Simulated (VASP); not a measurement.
ScAgTe2, 4 atoms in the cell. It takes space group R-3m (No. 166, trigonal). Conventional cell: a = 4.212 Å, b = 4.212 Å, c = 21.017 Å, α = 90.00°, β = 90.00°, γ = 120.00°. Within 4.0 Å of Ag (site symmetry -3m) lie 6 Te at 3.04 Å. Sc (site symmetry -3m) has 6 Te at 2.95 Å within 3.9 Å. Te (site symmetry 3m) has 3 Sc at 2.95 Å and 3 Ag at 3.04 Å within 3.9 Å. 

- Program: VASP 6.6.1
- Task: single point
- Functional: r2SCAN
- Potentials or basis: VASP PAW PBE potentials, release 64 (Ag, Sc_sv, Te)
- Cutoff: 520 eV
- k mesh: 8 × 8 × 8
- Occupations: gaussian, width 0.01 eV
- Spin: no spin polarisation
- Dipole correction: no
- Further INCAR settings: ALGO = Normal; EDIFF = 1e-06; NBANDS = 25

Potentials or basis: VASP PAW PBE potentials, release 64 (Ag, Sc_sv, Te).

Command:

```bash
$ cat potpaw_PBE.64/Ag/POTCAR potpaw_PBE.64/Sc_sv/POTCAR potpaw_PBE.64/Te/POTCAR > POTCAR
$ cp INCAR.step1 INCAR
$ mpirun -np 1 vasp_std > vasp.out
$ cp INCAR.step2 INCAR
$ mpirun -np 1 vasp_std > vasp.out
```

Hardware: 1 thread of AMD EPYC 7R43 64-Core Processor (Zen 3) (shared host).

Question: How long does it take, and how much memory?

Answer: Run time: 49 min on 1 thread of AMD EPYC 7R43 64-Core Processor (Zen 3), with other jobs on the host, peak memory 0.52 GiB. Counts: k points 65.
